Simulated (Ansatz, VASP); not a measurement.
## Au: VASP and Ansatz over several settings

```
Au
1.0
     0.00000    2.03500    2.03500
     2.03500    0.00000    2.03500
     2.03500    2.03500    0.00000
Au
1
Direct
  0.00000 0.00000 0.00000
```

Single points on this cell with VASP 6.6.1 and Ansatz 0.2.0. Each row is one pair of runs. Alike in all rows: smearing: fermi-dirac, width 0.05 eV.

```csv
level,spin,k mesh,"VASP's potentials, cutoff","Ansatz's potentials, cutoff","gap on the k mesh at the Fermi level (eV), VASP","gap on the k mesh at the Fermi level (eV), Ansatz","pressure (GPa), VASP","pressure (GPa), Ansatz"
B3LYP,off,6 × 6 × 6,"VASP PAW PBE potentials, release 64 (Au), 520 eV","Ansatz PAW, 420 eV",?,none,?,19.1
PBEsol-based global hybrid,off,6 × 6 × 6,"VASP PAW PBE potentials, release 64 (Au), 520 eV","Ansatz PAW, 420 eV",none,none,2.3,2.5
PBE-based screened hybrid,off,6 × 6 × 6,"VASP PAW PBE potentials, release 64 (Au), 520 eV","Ansatz PAW, 420 eV",none,none,8.7,8.7
r2SCAN0,"non-collinear, zero start, SOC",6 × 6 × 6,"VASP PAW PBE potentials, release 64 (Au), 520 eV","Ansatz PAW, 500 eV",-,-,5.9,5.3
LDA,off,11 × 11 × 11,"VASP PAW LDA potentials, release 64 (Au), 520 eV","Ansatz PAW, 420 eV",none,none,-2.6,-3.1
```

Q: Fill in what VASP gave in row 1.

A: gap on the k mesh at the Fermi level (eV): none; pressure (GPa): 19.8.

VASP's potentials hold 11 valence electrons a cell and Ansatz's 19, so a difference there can come from the potentials and not from the codes.

A gap of «none» marks a metal or a gap that the smearing closes.

The k mesh is coarse in some rows, so the values compare programs but aren't converged.
